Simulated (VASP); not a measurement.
# AlN (P6_3mc) in VASP: further runs, part 2 of 2

VASP 6.6.1.

**5. Single point, PBEsol (in-plane strain +0.02)**

File INCAR:

```
SYSTEM = AlN
ALGO = Normal
EDIFF = 1E-6
ENCUT = 520
GGA = PS
ISIF = 2
ISMEAR = 0
LASPH = .True.
LCHARG = .True.
LELF = .True.
LREAL = .False.
LVHAR = .True.
LWAVE = .False.
NBANDS = 16
NELM = 100
PREC = Accurate
SIGMA = 0.01
```

File KPOINTS:

```
k-points
0
Gamma
  8 8 6
  0 0 0
```

File POSCAR:

```
AlN
1.0
    3.1761061181      0.0000000000      0.0000000000
   -1.5880530591      2.7505885834      0.0000000000
    0.0000000000      0.0000000000      4.9230579764
Al N
2 2
Direct
    0.3333333333      0.6666666667     -0.0010085599
    0.6666666667      0.3333333333      0.4989914401
    0.3333333333      0.6666666667      0.3810085599
    0.6666666667      0.3333333333      0.8810085599
```

Potentials or basis: VASP PAW PBE potentials, release 64 (Al, N).

On the command line:

```sh
> cat potpaw_PBE.64/Al/POTCAR potpaw_PBE.64/N/POTCAR > POTCAR
> mpirun -np 1 vasp_std > vasp.out
```

OUTCAR:

```text
SYSTEM = AlN
   EDIFF = 1E-6
   ENCUT = 520
   GGA = PS
   ISIF = 2
   ISMEAR = 0
   LASPH = .True.
   LREAL = .False.
   NELM = 100
   PREC = Accurate

 ion  position               nearest neighbor table
   1  0.333  0.667  0.999-   3 1.88   4 1.92   4 1.92   4 1.92   2 3.07   2 3.07   2 3.07   2 3.07
                             2 3.07   2 3.07
   2  0.667  0.333  0.499-   4 1.88   3 1.92   3 1.92   3 1.92   1 3.07   1 3.07   1 3.07   1 3.07
                             1 3.07   1 3.07
   3  0.333  0.667  0.381-   1 1.88   2 1.92   2 1.92   2 1.92
   4  0.667  0.333  0.881-   2 1.88   1 1.92   1 1.92   1 1.92

  LATTYP: Found a hexagonal cell.
 ALAT       =     3.1761061181
 C/A-ratio  =     1.5500294365

  Lattice vectors:

 A1 = (   3.1761061181,   0.0000000000,   0.0000000000)
 A2 = (  -1.5880530591,   2.7505885834,   0.0000000000)
 A3 = (   0.0000000000,   0.0000000000,   4.9230579764)

Analysis of symmetry for initial positions (statically):
=====================================================================
 Subroutine PRICEL returns:
 Original cell was already a primitive cell.

 Routine SETGRP: Setting up the symmetry group for a
 hexagonal supercell.

 Subroutine GETGRP returns: Found 12 space group operations
 (whereof  6 operations were pure point group operations)
 out of a pool of 24 trial point group operations.

The static configuration has the point symmetry C_3v.
 The point group associated with its full space group is C_6v.

Analysis of symmetry for dynamics (positions and initial velocities):
=====================================================================
 Subroutine PRICEL returns:
 Original cell was already a primitive cell.

 Routine SETGRP: Setting up the symmetry group for a
 hexagonal supercell.

 Subroutine GETGRP returns: Found 12 space group operations
 (whereof  6 operations were pure point group operations)
 out of a pool of 24 trial point group operations.

The dynamic configuration has the point symmetry C_3v.
[... 127 lines left out ...]
  Thomas-Fermi vector in A             =   2.313762
   LORBIT       =      0    0 simple, 1 ext, 2 COOP (PROOUT), +10 PAW based schemes
   GGA     = PS    functional components
   LHFCALC =     F    Hartree Fock is set to
   AEXX    =    0.0000 exact exchange contribution
   IVDW    =     0    specifies the selected vdW correction
   LEPSILON=     F    determine dielectric tensor
   LRPA    =     F    only Hartree local field effects (RPA)
 non-spin polarized calculation
 Gauss-broadening in eV      SIGMA  =   0.01
  energy-cutoff  :      520.00
  volume of cell :       43.01
 maximum number of plane-waves:      1176
 NGX is ok and might be reduce to    24

 number of electron      16.0000004 magnetization

 Free energy of the ion-electron system (eV)
  ---------------------------------------------------
  ext. energy  EPLUGINS =         0.00000000
  ---------------------------------------------------
  free energy    TOTEN  =       -31.25716558 eV

  energy without entropy =      -31.25716558  energy(sigma->0) =      -31.25716558

 E-fermi :   5.9837     XC(G=0): -10.9787

 val. band max:        5.8824563151   @ k =   0.0000   0.0000   0.0000
 cond. band min:       9.6738506921   @ k =   0.0000   0.0000   0.0000
 fundamental gap:      3.7913943770
 Fermi energy:         5.9837341588

 k-point     1 :       0.0000    0.0000    0.0000
  band No.  band energies     occupation
      1      -9.2102      2.00000
      2      -6.9797      2.00000
      3      -0.0476      2.00000
      4       4.8042      2.00000
      5       4.8042      2.00000
      6       5.5448      2.00000
[... 433 lines left out ...]
      3       0.5167      2.00000
      4       1.1802      2.00000
      5       3.4794      2.00000
      6       4.0424      2.00000
[... 8 lines left out ...]
     15      17.6372      0.00000
     16      19.4220      0.00000

 [... further k-points ...]

------------------------ aborting loop because EDIFF is reached ----------------------------------------

  FORCE on cell =-STRESS in cart. coord.  units (eV):
  Direction    XX          YY          ZZ          XY          YZ          ZX
  --------------------------------------------------------------------------------------
  -------------------------------------------------------------------------------------
  Total       -2.5378236     -2.5378236      0.7665015      0.0000000     -0.0000000      0.0000000
  in kB      -94.5401809    -94.5401809     28.5540681      0.0000000     -0.0000000      0.0000000
  external PRESSURE =     -53.5087645 kB  Pullay stress =       0.0000000 kB

 VOLUME and BASIS-vectors are now :
 -----------------------------------------------------------------------------
  energy-cutoff  :      520.00
  volume of cell :       43.01
      direct lattice vectors                 reciprocal lattice vectors
     3.176106118  0.000000000  0.000000000     0.314850941  0.181779276  0.000000000
    -1.588053059  2.750588583  0.000000000     0.000000000  0.363558551  0.000000000
     0.000000000  0.000000000  4.923057976     0.000000000  0.000000000  0.203125782

 POSITION                                       TOTAL-FORCE (eV/Angst)
 -----------------------------------------------------------------------------------
     -0.00000      1.83373      4.91809         0.000000      0.000000     -0.368654
      1.58805      0.91686      2.45656        -0.000000      0.000000     -0.368654
     -0.00000      1.83373      1.87573        -0.000000      0.000000      0.368654
      1.58805      0.91686      4.33726         0.000000      0.000000      0.368654
 -----------------------------------------------------------------------------------
    total drift:                               -0.000000      0.000000     -0.001405

  FREE ENERGIE OF THE ION-ELECTRON SYSTEM (eV)
  ---------------------------------------------------
  free  energy   TOTEN  =       -31.2571655822 eV

  energy  without entropy=      -31.2571655822  energy(sigma->0) =      -31.25716558
```

It took 14 s on 1 thread of Intel Xeon Platinum 8375C at 2.90GHz (Ice Lake), shared host; peak memory 0.16 GiB.

Results:

- Free energy: -31.2572 eV
- Pressure: -5.4 GPa
- Largest force: 0.369 eV/Å
- Band gap on the k mesh: 3.79 eV, direct

Forces on the atoms (eV/Å):
```
Al   0.000  0.000 -0.369
Al   0.000  0.000 -0.369
N    0.000  0.000  0.369
N    0.000  0.000  0.369
```

Caveat: the cell differs from its parent crystal (in-plane strain +0.02); the PAW data sets were made with another functional, which shifts forces and pressure a little.

**6. The runs side by side**

```csv
cell,gap on the mesh (eV),pressure (GPa)
"a = 3.145, b = 3.145, c = 4.953 Å, angles 90.0, 90.0, 120.0°, 4 atoms",3.91,-3.0
"a = 3.176, b = 3.176, c = 4.920 Å, angles 90.0, 90.0, 120.0°, 4 atoms",3.70,-5.6
"a = 3.176, b = 3.176, c = 4.923 Å, angles 90.0, 90.0, 120.0°, 4 atoms",3.79,-5.4
```

Some of these runs hold the atoms at other places in the same cell, which the table doesn't show; runs alike in all that it shows share one row.

Alike in all rows: task single point; level PBEsol; potentials or basis VASP PAW PBE potentials, release 64 (Al, N); no spin polarisation; k mesh 8 × 8 × 6; cutoff (eV) 520; smearing gaussian 0.01 eV.

Caveats: the PAW data sets were made with another functional, which shifts forces and pressure a little.

Absolute energies hang on the potentials; compare differences alone.
